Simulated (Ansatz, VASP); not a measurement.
## Two plane-wave programs on SnO

```xyz
4
Lattice="3.3652 0.0000 0.0000 -1.6826 2.9143 0.0000 0.0000 0.0000 8.9534" Properties=species:S:1:pos:R:3 pbc="T T T"
Sn    0.0000    0.0000   -0.0393
Sn    0.0000    1.9429    4.4374
O     0.0000    0.0000    3.3968
O     0.0000    1.9429    7.8735
```

Alike in both runs: functional PBE; k mesh 6 × 6 × 4; occupations gaussian, width 0.1 eV; no spin polarisation.

Ansatz relaxed the structure, and its values are those at the end. VASP's run is a single point on that final structure, the one shown.

|  | VASP | Ansatz |
| --- | --- | --- |
| version | VASP 6.6.1 | Ansatz 0.2.0 |
| potentials or method | VASP PAW PBE potentials, release 64 (Sn_d, O), cutoff 520 eV | scalar-relativistic, plane waves, PAW |
| valence electrons in the cell | 40 | 40 |

|  | VASP | Ansatz | Ansatz less VASP |
| --- | --- | --- | --- |
| gap on the k mesh at the Fermi level (eV) | 1.45 | 1.48 | +0.026 |
| least direct gap on the mesh (eV) | 1.61 | 1.63 | +0.018 |
| pressure (GPa) | 0.3 | 0.1 | -0.17 |
| rms of the force components (eV/Å) | 0.038 | 0.003 | -0.0344 |

Ansatz's warnings: structure snapped to symmetry.
